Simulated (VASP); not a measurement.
# SbP (zincblende type) (F-43m) in VASP: single point with PBEsol

Aim: the single point of SbP (zincblende type) with PBEsol.

Program: VASP 6.6.1. These are calculated values, not measurements. Logs are shortened: lines on timing, memory, paths and dates and some standing lists are left out, and cuts for length are marked.

### Step 1. The cell of the first run

It takes space group F-43m (No. 216, cubic). The conventional cell has a = 6.204 Å, b = 6.204 Å, c = 6.204 Å, α = 90.00°, β = 90.00°, γ = 90.00°. Sb (site symmetry -43m) has 4 P at 2.69 Å within 3.5 Å. Within 3.5 Å of P (site symmetry -43m) lie 4 Sb at 2.69 Å.

### Step 2. Single point, PBEsol

POSCAR reads:

```
SbP
1.0
    0.0000000000      3.1019805820      3.1019805820
    3.1019805820      0.0000000000      3.1019805820
    3.1019805820      3.1019805820      0.0000000000
Sb P
1 1
Direct
    0.0000000000      0.0000000000      0.0000000000
    0.2500000000      0.2500000000      0.2500000000
```

INCAR.step1 reads:

```
SYSTEM = SbP
  PREC = Accurate
  ENCUT = 520
  EDIFF = 1E-6
  ISMEAR = -1
  SIGMA = 0.08
  LREAL = .FALSE.
  LASPH = .TRUE.
  NELM = 80
  ALGO = Normal
  ISIF = 2
  LWAVE = .FALSE.
  LCHARG = .TRUE.
  GGA = PS
  NBANDS = 12
```

KPOINTS.step1 reads:

```
Automatic mesh
0
G
  11 11 11
  0 0 0
```

INCAR.step2 reads:

```
SYSTEM = SbP
  PREC = Accurate
  ENCUT = 520
  EDIFF = 1E-6
  ISMEAR = -5
  SIGMA = 0.08
  LREAL = .FALSE.
  LASPH = .TRUE.
  NELM = 80
  ALGO = Normal
  ISIF = 2
  LWAVE = .FALSE.
  LCHARG = .FALSE.
  GGA = PS
  LORBIT = 10
  NEDOS = 2001
  ICHARG = 11
```

KPOINTS.step2 reads:

```
Automatic mesh
0
G
  17 17 17
  0 0 0
```

Potentials or basis: VASP PAW PBE potentials, release 64 (Sb, P).

The run is started by

```
$ cat potpaw_PBE.64/Sb/POTCAR potpaw_PBE.64/P/POTCAR > POTCAR
$ cp INCAR.step1 INCAR
$ cp KPOINTS.step1 KPOINTS
$ mpirun -np 1 vasp_std > vasp.out
$ cp INCAR.step2 INCAR
$ cp KPOINTS.step2 KPOINTS
$ mpirun -np 1 vasp_std > vasp.out
```

OUTCAR:

```text
SYSTEM = SbP
   PREC = Accurate
   ENCUT = 520
   EDIFF = 1E-6
   ISMEAR = -5
   LREAL = .FALSE.
   LASPH = .TRUE.
   NELM = 80
   ISIF = 2
   GGA = PS
   LORBIT = 10
   ICHARG = 11

 ion  position               nearest neighbor table
   1  0.000  0.000  0.000-   2 2.69   2 2.69   2 2.69   2 2.69
   2  0.250  0.250  0.250-   1 2.69   1 2.69   1 2.69   1 2.69

  LATTYP: Found a face centered cubic cell.
 ALAT       =     6.2039611640

  Lattice vectors:

 A1 = (   0.0000000000,   3.1019805820,   3.1019805820)
 A2 = (   3.1019805820,   0.0000000000,   3.1019805820)
 A3 = (   3.1019805820,   3.1019805820,   0.0000000000)

Analysis of symmetry for initial positions (statically):
=====================================================================
 Subroutine PRICEL returns:
 Original cell was already a primitive cell.

 Routine SETGRP: Setting up the symmetry group for a
 face centered cubic supercell.

 Subroutine GETGRP returns: Found 24 space group operations
 (whereof 24 operations were pure point group operations)
 out of a pool of 48 trial point group operations.

The static configuration has the point symmetry T_d .

Analysis of symmetry for dynamics (positions and initial velocities):
=====================================================================
 Subroutine PRICEL returns:
 Original cell was already a primitive cell.

 Routine SETGRP: Setting up the symmetry group for a
 face centered cubic supercell.

 Subroutine GETGRP returns: Found 24 space group operations
 (whereof 24 operations were pure point group operations)
 out of a pool of 48 trial point group operations.

The dynamic configuration has the point symmetry T_d .

 Subroutine INISYM returns: Found 24 space group operations
 (whereof 24 operations are pure point group operations),
 and found     1 'primitive' translations

----------------------------------------------------------------------------------------

                                     Primitive cell

  volume of cell :      59.6963

  direct lattice vectors                    reciprocal lattice vectors
     0.000000000  3.101980582  3.101980582    -0.161187340  0.161187340  0.161187340
     3.101980582  0.000000000  3.101980582     0.161187340 -0.161187340  0.161187340
     3.101980582  3.101980582  0.000000000     0.161187340  0.161187340 -0.161187340

  length of vectors
     4.386863009  4.386863009  4.386863009     0.279184663  0.279184663  0.279184663

  position of ions in fractional coordinates (direct lattice)
     0.000000000  0.000000000  0.000000000
     0.250000000  0.250000000  0.250000000

  ion indices of the primitive-cell ions
   primitive index   ion index
                 1           1
                 2           2

----------------------------------------------------------------------------------------

 KPOINTS: Automatic mesh

Automatic generation of k-mesh.
 Grid dimensions read from file:
 generate k-points for:   17   17   17

 Generating k-lattice:

  Cartesian coordinates                     Fractional coordinates (reciprocal lattice)
    -0.009481608  0.009481608  0.009481608     0.058823529  0.000000000  0.000000000
     0.009481608 -0.009481608  0.009481608     0.000000000  0.058823529  0.000000000
     0.009481608  0.009481608 -0.009481608     0.000000000  0.000000000  0.058823529

  Length of vectors
     0.016422627  0.016422627  0.016422627

  Shift w.r.t. Gamma in fractional coordinates (k-lattice)
     0.000000000  0.000000000  0.000000000

 TETIRR: Found    693 inequivalent tetrahedra from    29478

 Subroutine IBZKPT returns following result:
 ===========================================

 Found    165 irreducible k-points:

 Following reciprocal coordinates:
            Coordinates               Weight
  0.000000  0.000000  0.000000      1.000000
  0.058824  0.000000  0.000000      8.000000
  0.117647  0.000000  0.000000      8.000000
  0.176471  0.000000  0.000000      8.000000
  0.235294  0.000000  0.000000      8.000000
  0.294118  0.000000  0.000000      8.000000
[... 16 lines left out ...]
 -0.176471  0.058824  0.000000     24.000000
 -0.117647  0.058824  0.000000     24.000000
 [... further k-points ...]
   k-points           NKPTS =    165   k-points in BZ     NKDIM =    165   number of bands    NBANDS=      9
   number of dos      NEDOS =   2001   number of ions     NIONS =      2
   total plane-waves  NPLWV =  46656
   dimension x,y,z NGX =    36 NGY =   36 NGZ =   36
   dimension x,y,z NGXF=    72 NGYF=   72 NGZF=   72
   ions per type =               1   1
   NGX,Y,Z   is equivalent  to a cutoff of  13.64, 13.64, 13.64 a.u.
   NGXF,Y,Z  is equivalent  to a cutoff of  27.29, 27.29, 27.29 a.u.
 SYSTEM =  SbP
   PREC   = accura    normal or accurate (medium, high low for compatibility)
   ISTART =      0    job   : 0-new  1-cont  2-samecut
   ICHARG =     11    charge: 1-file 2-atom 10-const
   ISPIN  =      1    spin polarized calculation?
   LNONCOLLINEAR =      F non collinear calculations
   LSORBIT =      F    spin-orbit coupling
   LASPH  =      T    aspherical Exc in radial PAW
   ENCUT  =  520.0 eV  38.22 Ry    6.18 a.u.   8.16  8.16  8.16*2*pi/ulx,y,z
   NELM   =     80;   NELMIN=  2; NELMDL=  0     # of ELM steps
   EDIFF  = 0.1E-05   stopping-criterion for ELM
   LREAL  =      F    real-space projection
   EDIFFG = 0.1E-04   stopping-criterion for IOM
   NSW    =      0    number of steps for IOM
   IBRION =     -1    ionic relax: 0-MD 1-quasi-New 2-CG
   NFREE  =      0    steps in history (QN), initial steepest desc. (CG)
   ISIF   =      2    stress and relaxation
   ISYM   =      2    0-nonsym 1-usesym 2-fastsym
   POTIM  = 0.5000    time-step for ionic-motion
   TEBEG  =    0.0;   TEEND  =   0.0 temperature during run
   PSTRESS=    0.0 pullay stress
   NELECT =      10.0000    total number of electrons
   NUPDOWN=      -1.0000    fix difference up-down
   EMIN   =  10.00;   EMAX   =-10.00  energy-range for DOS
   EFERMI =   0.00;   METHOD = LEGACY
   ISMEAR =    -5;   SIGMA  =   0.08  broadening in eV -4-tet -1-fermi 0-gaus
   EFERMI_NEDOS =   21; number of points for ismear=-14 and -15
   IALGO  =     38    algorithm
   IMIX   =      4    mixing-type and parameters
     AMIX     =   0.40;   BMIX     =  1.00
     AMIX_MAG =   1.60;   BMIX_MAG =  1.00
  volume/ion in A,a.u.               =      29.85       201.43
  Fermi-wavevector in a.u.,A,eV,Ry     =   0.902455  1.705393 11.080936  0.814426
  Thomas-Fermi vector in A             =   2.025661
   LORBIT       =     10    0 simple, 1 ext, 2 COOP (PROOUT), +10 PAW based schemes
   GGA     = PS    functional components
   LHFCALC =     F    Hartree Fock is set to
   AEXX    =    0.0000 exact exchange contribution
   IVDW    =     0    specifies the selected vdW correction
   LEPSILON=     F    determine dielectric tensor
   LRPA    =     F    only Hartree local field effects (RPA)
 non-spin polarized calculation
 Fermi weights with tetrahedron method with Bloechl corrections
  energy-cutoff  :      520.00
  volume of cell :       59.70
 maximum number of plane-waves:      1639
 NGX is ok and might be reduce to    36

 number of electron       9.9999999 magnetization

 Free energy of the ion-electron system (eV)
  ---------------------------------------------------
  ext. energy  EPLUGINS =         0.00000000
  ---------------------------------------------------
  free energy    TOTEN  =        -9.32142855 eV

  energy without entropy =       -9.32142855  energy(sigma->0) =       -9.32142855

 E-fermi :   4.9126     XC(G=0):  -8.8742

 val. band max:        4.9176150685   @ k =  -0.2941   0.4118   0.1176
 cond. band min:       4.8706528216   @ k =  -0.4118   0.4706   0.1176
 fundamental gap:     -0.0469622469
 Fermi energy:         4.9125969329

 k-point     1 :       0.0000    0.0000    0.0000
  band No.  band energies     occupation
      1      -8.0880      2.00000
      2       0.3132      2.00000
      3       2.6720      2.00000
      4       2.6720      2.00000
      5       2.6720      2.00000
      6       5.4675      0.00000
      7       5.4675      0.00000
      8       5.4675      0.00000
      9       9.6027      0.00000

 k-point     2 :       0.0588    0.0000    0.0000
  band No.  band energies     occupation
      1      -8.0571      2.00000
      2       0.0981      2.00000
      3       2.6263      2.00000
      4       2.6263      2.00000
      5       2.7652      2.00000
      6       5.5265      0.00000
      7       5.5346      0.00000
      8       5.5346      0.00000
      9       9.7619      0.00000

 k-point     3 :       0.1176    0.0000    0.0000
  band No.  band energies     occupation
      1      -7.9653      2.00000
      2      -0.4211      2.00000
      3       2.5062      2.00000
      4       2.5062      2.00000
      5       2.9088      2.00000
      6       5.7125      0.00000
      7       5.7125      0.00000
      8       5.7461      0.00000
      9      10.1833      0.00000

 k-point     4 :       0.1765    0.0000    0.0000
  band No.  band energies     occupation
      1      -7.8154      2.00000
      2      -1.0701      2.00000
      3       2.3471      2.00000
      4       2.3471      2.00000
      5       2.9498      2.00000
      6       5.9474      0.00000
      7       5.9474      0.00000
      8       6.1742      0.00000
      9      10.7012      0.00000

 k-point     5 :       0.2353    0.0000    0.0000
  band No.  band energies     occupation
      1      -7.6134      2.00000
      2      -1.7515      2.00000
      3       2.1815      2.00000
      4       2.1815      2.00000
      5       2.8871      2.00000
      6       6.1806      0.00000
      7       6.1806      0.00000
      8       6.7782      0.00000
      9      11.0301      0.00000

 k-point     6 :       0.2941    0.0000    0.0000
  band No.  band energies     occupation
      1      -7.3704      2.00000
      2      -2.4097      2.00000
      3       2.0315      2.00000
      4       2.0315      2.00000
      5       2.7791      2.00000
      6       6.3670      0.00000
      7       6.3670      0.00000
      8       7.4856      0.00000
      9      11.1624      0.00000
[... 169 lines left out ...]
 k-point    21 :      -0.2941    0.0588    0.0000
  band No.  band energies     occupation
      1      -7.2567      2.00000
      2      -2.6496      2.00000
      3       1.5913      2.00000
      4       2.0519      2.00000
      5       3.0679      2.00000
      6       6.3531      0.00000
      7       6.4882      0.00000
      8       7.7075      0.00000
      9      10.9292      0.00000

 k-point    22 :      -0.2353    0.0588    0.0000
  band No.  band energies     occupation
      1      -7.5095      2.00000
      2      -2.0239      2.00000
      3       1.7460      2.00000
      4       2.2123      2.00000
      5       3.1484      2.00000
      6       6.1548      0.00000
      7       6.2902      0.00000
      8       7.0877      0.00000
      9      10.7382      0.00000

 k-point    23 :      -0.1765    0.0588    0.0000
  band No.  band energies     occupation
      1      -7.7265      2.00000
      2      -1.3680      2.00000
      3       1.9427      2.00000
      4       2.3789      2.00000
      5       3.1899      2.00000
      6       5.9230      0.00000
      7       5.9784      0.00000
      8       6.5857      0.00000
      9      10.7579      0.00000

 k-point    24 :      -0.1176    0.0588    0.0000
  band No.  band energies     occupation
      1      -7.8944      2.00000
      2      -0.7347      2.00000
      3       2.1710      2.00000
      4       2.5258      2.00000
      5       3.1329      2.00000
      6       5.6798      0.00000
      7       5.7042      0.00000
      8       6.1752      0.00000
      9      10.4768      0.00000

 [... further k-points ...]

------------------------ aborting loop because EDIFF is reached ----------------------------------------

  FORCE on cell =-STRESS in cart. coord.  units (eV):
  Direction    XX          YY          ZZ          XY          YZ          ZX
  --------------------------------------------------------------------------------------
  -------------------------------------------------------------------------------------
  Total        0.1606470      0.1606470      0.1606470      0.0000000     -0.0000000      0.0000000
  in kB        4.3115746      4.3115746      4.3115746      0.0000000     -0.0000000      0.0000000
  external PRESSURE =       4.3115746 kB  Pullay stress =       0.0000000 kB

 VOLUME and BASIS-vectors are now :
 -----------------------------------------------------------------------------
  energy-cutoff  :      520.00
  volume of cell :       59.70
      direct lattice vectors                 reciprocal lattice vectors
     0.000000000  3.101980582  3.101980582    -0.161187340  0.161187340  0.161187340
     3.101980582  0.000000000  3.101980582     0.161187340 -0.161187340  0.161187340
     3.101980582  3.101980582  0.000000000     0.161187340  0.161187340 -0.161187340

 POSITION                                       TOTAL-FORCE (eV/Angst)
 -----------------------------------------------------------------------------------
      0.00000      0.00000      0.00000         0.000000      0.000000      0.000000
      1.55099      1.55099      1.55099        -0.000000     -0.000000     -0.000000
 -----------------------------------------------------------------------------------
    total drift:                                0.000000      0.000000      0.000000

  FREE ENERGIE OF THE ION-ELECTRON SYSTEM (eV)
  ---------------------------------------------------
  free  energy   TOTEN  =        -9.3214285474 eV

  energy  without entropy=       -9.3214285474  energy(sigma->0) =       -9.32142855

 total charge

# of ion       s       p       d       tot
------------------------------------------
    1        1.263   1.049   0.047   2.359
    2        1.135   1.290   0.000   2.425
--------------------------------------------------
tot          2.398   2.339   0.047   4.783
```

It took 3 min on 1 thread of AMD EPYC 7R13, shared host; peak memory 0.24 GiB.

What came out:

```
Valence electrons inside the program's atomic spheres : Sb 2.36; P 2.42
```

Levels at points of the mesh, in eV from the Fermi level:
```
           k point  band 2  band 3  band 4  band 5  band 6  band 7  band 8  band 9
(0.00, 0.00, 0.00)   -4.60   -2.24   -2.24   -2.24    0.55    0.55    0.55    4.69
```

Caveat: the PAW data sets were made with another functional, which shifts forces and pressure a little; spin-orbit coupling is left out, which moves the levels of the heavy elements; tetrahedron occupations give inexact forces and stress in metals.
